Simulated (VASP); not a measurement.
# Mg4O in VASP: a series of runs

The runs below take Mg4O through single point, relaxation of the atoms, with PBEsol.

Everything below comes from runs of VASP 6.6.1. Logs are shortened: lines on timing, memory, paths and dates and some standing lists are left out, and cuts for length are marked.

**1. The cell of the first run**

The cell holds a slab with vacuum, 5 atoms: a = 3.188 Å, b = 5.108 Å, c = 19.136 Å, α = 90.00°, β = 90.00°, γ = 90.00°.

**2. Single point, PBEsol**

Contents of INCAR:

```
SYSTEM = Mg4O
PREC = Accurate
ENCUT = 520
EDIFF = 1E-6
ISMEAR = 0
SIGMA = 0.1
LREAL = .False.
LASPH = .True.
NELM = 100
ALGO = Normal
ISIF = 2
LWAVE = .False.
LCHARG = .False.
LDIPOL = .True.
IDIPOL = 3
DIPOL = 0.5 0.5 0.334
GGA = PS
NBANDS = 15
```

Contents of KPOINTS:

```
regular mesh
0
Gamma
  8 5 1
  0 0 0
```

Contents of POSCAR:

```
Mg4O
1.0
    3.1881999939      0.0000000000      0.0000000000
    0.0000000000      5.1084658709      0.0000000000
    0.0000000000      0.0000000000     19.1358427726
Mg O
4 1
Direct
    0.0000000000      0.7500000000      0.2090318178
    0.5000000000      0.2500000000      0.2571276385
    0.5000000000      0.7500000000      0.3576109084
    0.0000000000      0.2500000000      0.3990335238
    0.3750000000      0.3750000000      0.4496038231
```

Potentials or basis: VASP PAW PBE potentials, release 64 (Mg, O).

The run is started by

```console
cat potpaw_PBE.64/Mg/POTCAR potpaw_PBE.64/O/POTCAR > POTCAR
mpirun -np 1 vasp_std > vasp.out
```

OUTCAR:

```text
SYSTEM = Mg4O
   PREC = Accurate
   ENCUT = 520
   EDIFF = 1E-6
   ISMEAR = 0
   LREAL = .False.
   LASPH = .True.
   NELM = 100
   ISIF = 2
   GGA = PS

 ion  position               nearest neighbor table
   1  0.000  0.750  0.209-   2 3.15   2 3.15   2 3.15   2 3.15   3 3.26   3 3.26
   2  0.500  0.250  0.257-   1 3.15   1 3.15   1 3.15   1 3.15   4 3.15   4 3.15   3 3.20   3 3.20

   3  0.500  0.750  0.358-   5 2.63   4 3.11   4 3.11   4 3.11   4 3.11   2 3.20   2 3.20   1 3.26
                             1 3.26
   4  0.000  0.250  0.399-   5 1.67   5 2.31   3 3.11   3 3.11   3 3.11   3 3.11   2 3.15   2 3.15

   5  0.375  0.375  0.450-   4 1.67   4 2.31   3 2.63

  LATTYP: Found a simple orthorhombic cell.
 ALAT       =     3.1881999939
 B/A-ratio  =     1.6023040840
 C/A-ratio  =     6.0020835610

  Lattice vectors:

 A1 = (   3.1881999939,   0.0000000000,   0.0000000000)
 A2 = (   0.0000000000,   5.1084658709,   0.0000000000)
 A3 = (   0.0000000000,   0.0000000000,  19.1358427726)

Analysis of symmetry for initial positions (statically):
=====================================================================
 Subroutine PRICEL returns:
 Original cell was already a primitive cell.

 Routine SETGRP: Setting up the symmetry group for a
 simple orthorhombic supercell.

 Subroutine GETGRP returns: Found  1 space group operations
 (whereof  1 operations were pure point group operations)
 out of a pool of  8 trial point group operations.

The static configuration has the point symmetry C_1 .

Analysis of symmetry for dynamics (positions and initial velocities):
=====================================================================
 Subroutine PRICEL returns:
 Original cell was already a primitive cell.

 Routine SETGRP: Setting up the symmetry group for a
 simple orthorhombic supercell.

 Subroutine GETGRP returns: Found  1 space group operations
 (whereof  1 operations were pure point group operations)
 out of a pool of  8 trial point group operations.

The dynamic configuration has the point symmetry C_1 .

 Subroutine INISYM returns: Found  1 space group operations
 (whereof  1 operations are pure point group operations),
 and found     1 'primitive' translations

----------------------------------------------------------------------------------------

                                     Primitive cell

  volume of cell :     311.6619

  direct lattice vectors                    reciprocal lattice vectors
     3.188199994  0.000000000  0.000000000     0.313656609  0.000000000  0.000000000
     0.000000000  5.108465871  0.000000000     0.000000000  0.195753486  0.000000000
     0.000000000  0.000000000 19.135842773     0.000000000  0.000000000  0.052257954

  length of vectors
     3.188199994  5.108465871 19.135842773     0.313656609  0.195753486  0.052257954

  position of ions in fractional coordinates (direct lattice)
     0.000000000  0.750000000  0.209031818
     0.500000000  0.250000000  0.257127639
     0.500000000  0.750000000  0.357610908
     0.000000000  0.250000000  0.399033524
     0.375000000  0.375000000  0.449603823

  ion indices of the primitive-cell ions
   primitive index   ion index
                 1           1
                 2           2
                 3           3
                 4           4
                 5           5

----------------------------------------------------------------------------------------

 KPOINTS: regular mesh

Automatic generation of k-mesh.
 Grid dimensions read from file:
 generate k-points for:    8    5    1

 Generating k-lattice:

  Cartesian coordinates                     Fractional coordinates (reciprocal lattice)
     0.039207076  0.000000000  0.000000000     0.125000000  0.000000000  0.000000000
     0.000000000  0.039150697  0.000000000     0.000000000  0.200000000  0.000000000
     0.000000000  0.000000000  0.052257954     0.000000000  0.000000000  1.000000000

  Length of vectors
     0.039207076  0.039150697  0.052257954

  Shift w.r.t. Gamma in fractional coordinates (k-lattice)
     0.000000000  0.000000000  0.000000000

 Subroutine IBZKPT returns following result:
 ===========================================

 Found     21 irreducible k-points:

 Following reciprocal coordinates:
            Coordinates               Weight
  0.000000  0.000000  0.000000      1.000000
  0.125000  0.000000  0.000000      2.000000
  0.250000  0.000000  0.000000      2.000000
  0.375000  0.000000  0.000000      2.000000
  0.500000  0.000000  0.000000      1.000000
  0.000000  0.200000  0.000000      2.000000
[... 13 lines left out ...]
  0.375000 -0.400000  0.000000      2.000000
  0.500000  0.400000  0.000000      2.000000
   k-points           NKPTS =     21   k-points in BZ     NKDIM =     21   number of bands    NBANDS=     15
   number of dos      NEDOS =    301   number of ions     NIONS =      5
   total plane-waves  NPLWV = 138240
   dimension x,y,z NGX =    24 NGY =   40 NGZ =  144
   dimension x,y,z NGXF=    48 NGYF=   80 NGZF=  288
   ions per type =               4   1
   NGX,Y,Z   is equivalent  to a cutoff of  12.51, 13.02, 12.51 a.u.
   NGXF,Y,Z  is equivalent  to a cutoff of  25.03, 26.03, 25.02 a.u.
 SYSTEM =  Mg4O
   PREC   = accura    normal or accurate (medium, high low for compatibility)
   ISTART =      0    job   : 0-new  1-cont  2-samecut
   ICHARG =      2    charge: 1-file 2-atom 10-const
   ISPIN  =      1    spin polarized calculation?
   LNONCOLLINEAR =      F non collinear calculations
   LSORBIT =      F    spin-orbit coupling
   LASPH  =      T    aspherical Exc in radial PAW
   ENCUT  =  520.0 eV  38.22 Ry    6.18 a.u.   5.93  9.50 35.58*2*pi/ulx,y,z
   NELM   =    100;   NELMIN=  2; NELMDL= -5     # of ELM steps
   EDIFF  = 0.1E-05   stopping-criterion for ELM
   LREAL  =      F    real-space projection
   EDIFFG = 0.1E-04   stopping-criterion for IOM
   NSW    =      0    number of steps for IOM
   IBRION =     -1    ionic relax: 0-MD 1-quasi-New 2-CG
   NFREE  =      0    steps in history (QN), initial steepest desc. (CG)
   ISIF   =      2    stress and relaxation
   ISYM   =      2    0-nonsym 1-usesym 2-fastsym
   POTIM  = 0.5000    time-step for ionic-motion
   TEBEG  =    0.0;   TEEND  =   0.0 temperature during run
   PSTRESS=    0.0 pullay stress
   NELECT =      14.0000    total number of electrons
   NUPDOWN=      -1.0000    fix difference up-down
   EMIN   =  10.00;   EMAX   =-10.00  energy-range for DOS
   EFERMI =   0.00;   METHOD = LEGACY
   ISMEAR =     0;   SIGMA  =   0.10  broadening in eV -4-tet -1-fermi 0-gaus
   EFERMI_NEDOS =   21; number of points for ismear=-14 and -15
   IALGO  =     38    algorithm
   IMIX   =      4    mixing-type and parameters
     AMIX     =   0.40;   BMIX     =  1.00
     AMIX_MAG =   1.60;   BMIX_MAG =  1.00
  volume/ion in A,a.u.               =      62.33       420.64
  Fermi-wavevector in a.u.,A,eV,Ry     =   0.581955  1.099736  4.607912  0.338672
  Thomas-Fermi vector in A             =   1.626667
   LORBIT       =      0    0 simple, 1 ext, 2 COOP (PROOUT), +10 PAW based schemes
   GGA     = PS    functional components
   LHFCALC =     F    Hartree Fock is set to
   AEXX    =    0.0000 exact exchange contribution
   IVDW    =     0    specifies the selected vdW correction
   LEPSILON=     F    determine dielectric tensor
   LRPA    =     F    only Hartree local field effects (RPA)
 non-spin polarized calculation
 Gauss-broadening in eV      SIGMA  =   0.10
  energy-cutoff  :      520.00
  volume of cell :      311.66
 maximum number of plane-waves:      8432
 NGX is ok and might be reduce to    24
   NGX = 11   NGY = 19   NGZ = 71

 number of electron      14.0000000 magnetization

 dipolmoment           0.000000      0.000000      0.298514 electrons x Angstroem

 Free energy of the ion-electron system (eV)
  ---------------------------------------------------
  ext. energy  EPLUGINS =         0.00000000
  ---------------------------------------------------
  free energy    TOTEN  =       -12.52652262 eV

  energy without entropy =      -12.51381236  energy(sigma->0) =      -12.52016749

 E-fermi :  -2.8485     XC(G=0):  -3.5226

 val. band max:       -2.8703810909   @ k =   0.1250   0.4000   0.0000
 cond. band min:      -2.7798245420   @ k =   0.5000   0.4000   0.0000
 fundamental gap:      0.0905565490
 Fermi energy:        -2.8484652454

 k-point     1 :       0.0000    0.0000    0.0000
  band No.  band energies     occupation
      1     -18.9157      2.00000
      2      -8.8039      2.00000
      3      -6.2922      2.00000
      4      -4.9891      2.00000
      5      -4.2866      2.00000
      6      -3.7523      2.00000
      7      -3.3653      2.00000
      8      -2.9024      1.55459
      9      -2.3455      0.00000
     10      -0.6675      0.00000
     11      -0.2840      0.00000
     12       0.6147      0.00000
     13       1.5611      0.00000
     14       2.8879      0.00000
     15       3.1621      0.00000
[... 343 lines left out ...]
 k-point    21 :       0.5000    0.4000    0.0000
  band No.  band energies     occupation
      1     -18.6844      2.00000
      2      -5.6407      2.00000
      3      -4.8840      2.00000
      4      -4.6072      2.00000
      5      -4.1943      2.00000
      6      -3.8965      2.00000
      7      -3.1908      2.00000
      8      -2.7798      0.33168
      9      -1.5963      0.00000
     10      -1.1722      0.00000
     11      -0.3490      0.00000
     12       0.0057      0.00000
     13       1.2020      0.00000
     14       1.8134      0.00000
     15       3.2075      0.00000

------------------------ aborting loop because EDIFF is reached ----------------------------------------

 vacuum level on the upper side and lower side of the slab       (xc-potential included)         1.428        -1.798

  FORCE on cell =-STRESS in cart. coord.  units (eV):
  Direction    XX          YY          ZZ          XY          YZ          ZX
  --------------------------------------------------------------------------------------
  -------------------------------------------------------------------------------------
  Total        3.0051040     -0.7041783     -0.7266180      2.8659126      2.7345608      5.3968583
  in kB       15.4485044     -3.6200082     -3.7353652     14.7329557     14.0577082     27.7439281
  external PRESSURE =       2.6977103 kB  Pullay stress =       0.0000000 kB

 VOLUME and BASIS-vectors are now :
 -----------------------------------------------------------------------------
  energy-cutoff  :      520.00
  volume of cell :      311.66
      direct lattice vectors                 reciprocal lattice vectors
     3.188199994  0.000000000  0.000000000     0.313656609  0.000000000  0.000000000
     0.000000000  5.108465871  0.000000000     0.000000000  0.195753486  0.000000000
     0.000000000  0.000000000 19.135842773     0.000000000  0.000000000  0.052257954

 POSITION                                       TOTAL-FORCE (eV/Angst)
 -----------------------------------------------------------------------------------
      0.00000      3.83135      4.00000        -0.022825      0.044371      0.248554
      1.59410      1.27712      4.92035        -0.009735     -0.039920     -0.258575
      1.59410      3.83135      6.84319        -0.216328     -0.935329      0.784601
      0.00000      1.27712      7.63584        -5.038746     -1.184215     -0.876312
      1.19557      1.91567      8.60355         5.287634      2.115092      0.101732
 -----------------------------------------------------------------------------------
    total drift:                                0.000007     -0.000301     -0.000010

  FREE ENERGIE OF THE ION-ELECTRON SYSTEM (eV)
  ---------------------------------------------------
  free  energy   TOTEN  =       -12.5265226246 eV

  energy  without entropy=      -12.5138123573  energy(sigma->0) =      -12.52016749

 vacuum level on the upper side and lower side of the slab         3.880         0.566
```

It took 4.5 min on 1 thread of Intel Xeon 8259CL, shared host; peak memory 0.39 GiB.

What came out:

```yaml
Free_energy: -12.5265 eV
Largest_force: 5.696 eV/Å
Band_gap_on_the_k_mesh: zero (bands 7 and 8 overlap by 0.77 eV)
```

Forces on the atoms (eV/Å):
```
Mg  -0.023  0.044  0.249
Mg  -0.010 -0.040 -0.259
Mg  -0.216 -0.935  0.785
Mg  -5.039 -1.184 -0.876
O    5.288  2.115  0.102
```

Caveat: the PAW data sets were made with another functional, which shifts forces and pressure a little.

[end of part 1 of 2]
